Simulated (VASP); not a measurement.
Write the native input for VASP 6.6.1 that does the following.

- Task: single point
- Functional: PBE
- Potentials or basis: VASP PAW PBE potentials, release 64 (Cd)
- Cutoff: 520 eV
- k mesh: 12 × 12 × 12
- Occupations: fermi-dirac, width 0.08 eV
- Spin: no spin polarisation
- Dipole correction: no
- k mesh for the DOS: 18 × 18 × 18
- Occupations for the DOS: tetrahedron
- Further INCAR settings: ALGO = Normal; EDIFF = 1e-07

Cd:

```xyz
2
Lattice="0.0000 2.6889 2.6889 2.6889 0.0000 2.6889 2.6889 2.6889 0.0000" Properties=species:S:1:pos:R:3 pbc="T T T"
Cd   -0.6722   -0.6722   -0.6722
Cd    0.6722    0.6722    0.6722
```

This isn't the form of Cd at room conditions, which is hcp.

These files were run (other wordings do the same):

POSCAR

```
Cd
1.0
    0.0000000000      2.6888564781      2.6888564781
    2.6888564781      0.0000000000      2.6888564781
    2.6888564781      2.6888564781      0.0000000000
Cd
2
Direct
   -0.1250000000     -0.1250000000     -0.1250000000
    0.1250000000      0.1250000000      0.1250000000
```

INCAR.step1

```
SYSTEM = Cd
  ALGO = Normal
  EDIFF = 1E-7
  ENCUT = 520
  GGA = PE
  ISIF = 2
  ISMEAR = -1
  LASPH = .TRUE.
  LCHARG = .TRUE.
  LREAL = .FALSE.
  LWAVE = .FALSE.
  NBANDS = 19
  NELM = 100
  PREC = Accurate
  SIGMA = 0.08
```

KPOINTS.step1

```
k-points
0
G
  12 12 12
  0 0 0
```

INCAR.step2

```
SYSTEM = Cd
  ALGO = Normal
  EDIFF = 1E-7
  ENCUT = 520
  GGA = PE
  ICHARG = 11
  ISIF = 2
  ISMEAR = -5
  LASPH = .TRUE.
  LCHARG = .FALSE.
  LORBIT = 10
  LREAL = .FALSE.
  LWAVE = .FALSE.
  NEDOS = 1001
  NELM = 100
  PREC = Accurate
  SIGMA = 0.08
```

KPOINTS.step2

```
k-points
0
G
  18 18 18
  0 0 0
```

Potentials or basis: VASP PAW PBE potentials, release 64 (Cd).

Run with:

```sh
$ cat potpaw_PBE.64/Cd/POTCAR > POTCAR
$ cp INCAR.step1 INCAR
$ cp KPOINTS.step1 KPOINTS
$ mpirun -np 1 vasp_std > vasp.out
$ cp INCAR.step2 INCAR
$ cp KPOINTS.step2 KPOINTS
$ mpirun -np 1 vasp_std > vasp.out
```

It gave:

The valence electrons inside the program's atomic spheres are Cd 10.79.

Wall time 100 s on 1 thread of Intel(R) Xeon(R) Platinum 8259CL CPU @ 2.50GHz (Skylake/Cascade Lake), with other jobs on the host, peak memory 0.22 GiB.
